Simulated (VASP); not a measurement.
A run of VASP 6.6.1 is set up as follows.

File INCAR:

```
SYSTEM = AlP
PREC = Accurate
ENCUT = 500
EDIFF = 1E-6
ISMEAR = -1
SIGMA = 0.02
LREAL = .FALSE.
LASPH = .TRUE.
NELM = 120
ALGO = Normal
ISIF = 2
LWAVE = .FALSE.
LCHARG = .FALSE.
GGA = PE
NBANDS = 11
GGA_COMPAT = .FALSE.
```

File KPOINTS:

```
regular mesh
0
G
  4 4 4
  0 0 0
```

File POSCAR:

```
AlP
1.0
    0.0000000000      2.7255000000      2.7255000000
    2.7255000000      0.0000000000      2.7255000000
    2.7255000000      2.7255000000      0.0000000000
Al P
1 1
Direct
    0.0000000000      0.0000000000      0.0000000000
    0.2500000000      0.2500000000      0.2500000000
```

Potentials or basis: VASP PAW PBE potentials, release 64 (Al, P).

Run with:

```console
$ cat potpaw_PBE.64/Al/POTCAR potpaw_PBE.64/P/POTCAR > POTCAR
$ mpirun -np 1 vasp_std > vasp.out
```

Task: Estimate the band gap on the k mesh.

Result: 1.54 eV (least direct gap 3.34 eV).

Task: Estimate the pressure.

Result: 3.1 GPa.

Caveat: the k points lie up to 0.50 Å⁻¹ apart. A k mesh can miss the band edges.
